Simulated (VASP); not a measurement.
# MgS (lda): relaxation of cell and atoms with LDA

The system is MgS (lda).

```xyz
2
Lattice="0.0000 2.6000 2.6000 2.6000 0.0000 2.6000 2.6000 2.6000 0.0000" Properties=species:S:1:pos:R:3 pbc="T T T"
Mg    0.0000    0.0000    0.0000
S     2.6000    2.6000    2.6000
```

| Property | Result |
| --- | --- |
| Program | VASP 6.6.1 |
| Task | relaxation of cell and atoms |
| Functional | LDA |
| Potentials or basis | VASP PAW LDA potentials, release 64 (Mg, S) |
| Cutoff | 600 eV |
| k mesh | 6 × 6 × 6 |
| Occupations | gaussian, width 0.02 eV |
| Spin | no spin polarisation |
| Dipole correction | no |
| Further INCAR settings | ALGO = Normal; EDIFF = 1e-07; IBRION = 2; EDIFFG = -0.002; NSW = 100; ISIF = 3 |

The relaxed volume is 16.76 Å³/atom and the relaxed cell is a = 3.619 Å, b = 3.619 Å, c = 3.619 Å, α = 60.00°, β = 60.00°, γ = 60.00°. The space group after relaxing (to 0.05 Å) is Fm-3m (No. 225). The energy gained by relaxing is 9.7 meV/atom. The ionic steps are 3 and the pressure after relaxing is 0.0 GPa. The band gap on the k mesh is 2.66 eV, indirect (least direct gap 3.89 eV).

Step by step:
```
step  energy change (eV)  largest force (eV/Å)  pressure (GPa)  volume (Å³)
   1              0.0000                0.0000           -3.66        35.15
   2             -0.0182                0.0000            0.99        33.15
   3             -0.0193                0.0000            0.00        33.52
```

Final structure:
```
Mg S
1.0
     0.00000    2.55921    2.55921
     2.55921    0.00000    2.55921
     2.55921    2.55921    0.00000
Mg S
1 1
Direct
  0.00000 0.00000 0.00000
  0.50000 0.50000 0.50000
```

Levels at points of the mesh, in eV from the valence-band top:
```
           k point  band 1  band 2  band 3  band 4  band 5  band 6  band 7  band 8
(0.00, 0.00, 0.00)  -12.93    0.00    0.00    0.00    3.89    7.80    7.80    7.80
(0.50, 0.00, 0.00)  -11.47   -5.18   -0.65   -0.65    4.45    6.80    6.80   10.37
(0.50, 0.50, 0.00)  -11.05   -4.52   -1.82   -1.82    2.66    4.09   12.28   12.89
```

It took 19 s on 1 thread of AMD EPYC 7R13 (shared host), peak memory 0.13 GiB.

A k mesh can miss the band edges.
